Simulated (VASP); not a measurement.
Set up this calculation in VASP 6.6.1, as the native input.

| Quantity | Value |
| --- | --- |
| Task | single point |
| Functional | PBE |
| Potentials or basis | VASP PAW PBE potentials, release 64 (Si, O) |
| Cutoff | 520 eV |
| k mesh | 4 × 4 × 4 |
| Occupations | gaussian, width 0.05 eV |
| Spin | no spin polarisation |
| Dipole correction | no |
| Further INCAR settings | ALGO = Normal; EDIFF = 1e-07; NBANDS = 40 |

The structure of Si4O7 (a cell with a defect) lies in POSCAR:

```
Si4O7
1.0
    5.0799801732      0.0000000000      0.0000000000
    0.0000000000      5.0799801732      0.0000000000
    0.0000000000      0.0000000000      7.0914769300
Si O
4 7
Direct
    0.2944292339      0.2944292339      0.0000000000
    0.2055707661      0.7944292339      0.2500000000
    0.7055707661      0.7055707661      0.5000000000
    0.7944292339      0.2055707661      0.7500000000
    0.4053663613      0.7409644515      0.4248320116
    0.7590355485      0.9053663613      0.6748320116
    0.5946336387      0.2590355485      0.9248320116
    0.7409644515      0.4053663613      0.5751679884
    0.9362742532      0.6157368896      0.3113223550
    0.2590355485      0.5946336387      0.0751679884
    0.0946336387      0.2409644515      0.8251679884
```

This cell differs from its parent crystal: atoms taken out, atom 9 moved -0.125 of the way to it and -0.675 Å across, host rigid.

These files were run (other wordings do the same):

INCAR

```
SYSTEM = Si4O7
PREC = Accurate ; ENCUT = 520
EDIFF = 1E-7 ; ISMEAR = 0
SIGMA = 0.05 ; LREAL = .False.
LASPH = .True. ; NELM = 100
ALGO = Normal ; ISIF = 2
LWAVE = .False. ; LCHARG = .False.
GGA = PE ; NBANDS = 40
```

KPOINTS

```
regular mesh
0
Gamma
  4 4 4
  0 0 0
```

Potentials or basis: VASP PAW PBE potentials, release 64 (Si, O).

Launch:

```console
$ cat potpaw_PBE.64/Si/POTCAR potpaw_PBE.64/O/POTCAR > POTCAR
$ mpirun -np 1 vasp_std > vasp.out
```

Results of the run:

| Property | Result |
| --- | --- |
| Pressure | -1.7 GPa |
| Largest force | 4.771 eV/Å |
| Band gap on the k mesh | 2.38 eV |

Caveat: the cell differs from its parent crystal (atoms taken out, atom 9 moved -0.125 of the way to it and -0.675 Å across, host rigid).

Wall time 4.2 min on 1 thread of AMD EPYC 9R14 (Zen 4), on a shared host, peak memory 0.35 GiB.
